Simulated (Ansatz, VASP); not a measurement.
## Two plane-wave programs on PbSe

```
CELL_PARAMETERS angstrom
0.00000 3.04762 3.04762
3.04762 0.00000 3.04762
3.04762 3.04762 0.00000
ATOMIC_POSITIONS crystal
Pb 0.00000 0.00000 0.00000
Se 0.50000 0.50000 0.50000
```

Alike in both runs: functional r2SCAN; k mesh 8 × 8 × 8; occupations fermi-dirac, width 0.02 eV; no spin polarisation.

Ansatz relaxed the structure, and its values are those at the end. VASP's run is a single point on that final structure, the one shown.

|  | VASP | Ansatz |
| --- | --- | --- |
| version | VASP 6.6.1 | Ansatz 0.2.0 |
| potentials or method | VASP PAW PBE potentials, release 64 (Pb_d, Se), cutoff 520 eV | PAW plane waves |
| valence electrons in the cell | 20 | 30 |

|  | VASP | Ansatz | Ansatz less VASP |
| --- | --- | --- | --- |
| pressure (GPa) | 2.3 | 2.3 | -0.02 |

VASP's potentials were made for PBE, not for r2SCAN. With one functional, cell and mesh, what is left measures potentials, basis and numerics. VASP's potentials hold 20 valence electrons a cell and Ansatz's 30, so a difference there can come from the potentials and not from the codes. Ansatz's warnings: stress scf threshold loose.

Spin-orbit coupling is off throughout.
